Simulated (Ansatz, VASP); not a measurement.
## WS2: VASP beside Ansatz

```
W S
1.0
     3.18352    0.00000    0.00000
    -1.59176    2.75701    0.00000
     0.00000    0.00000   16.44206
W S
1 2
Cartesian
  0.0000 1.8380 0.0000
  1.5918 0.9190 14.9294
  1.5918 0.9190 1.5127
```

Change from the starting cell: strain -0.0300 x Voigt [0, 0, 1, 0, 0, 0], atoms carried along.

Alike in both runs: task single point; functional PBEsol; k mesh 6 × 6 × 1; occupations gaussian, width 0.05 eV; no spin polarisation.

|  | VASP | Ansatz |
| --- | --- | --- |
| version | VASP 6.6.1 | Ansatz 0.2.0 |
| potentials or method | VASP PAW PBE potentials, release 64 (W_sv, S), cutoff 500 eV | scalar-relativistic, plane waves, PAW |
| valence electrons in the cell | 26 | 26 |

```tsv
	VASP	Ansatz	Ansatz less VASP
gap on the k mesh at the Fermi level (eV)	1.43	1.41	-0.015
least direct gap on the mesh (eV)	1.66	1.66	-0.005
rms of the force components (eV/Å)	0.422	0.411	-0.0108
```

VASP's potentials were made for PBE, not for PBEsol. Atom by atom the forces differ by 0.011 eV/Å (rms over components). The functional is the same, so the differences come from potentials, cutoffs and numerics.

Spin-orbit coupling is off throughout.
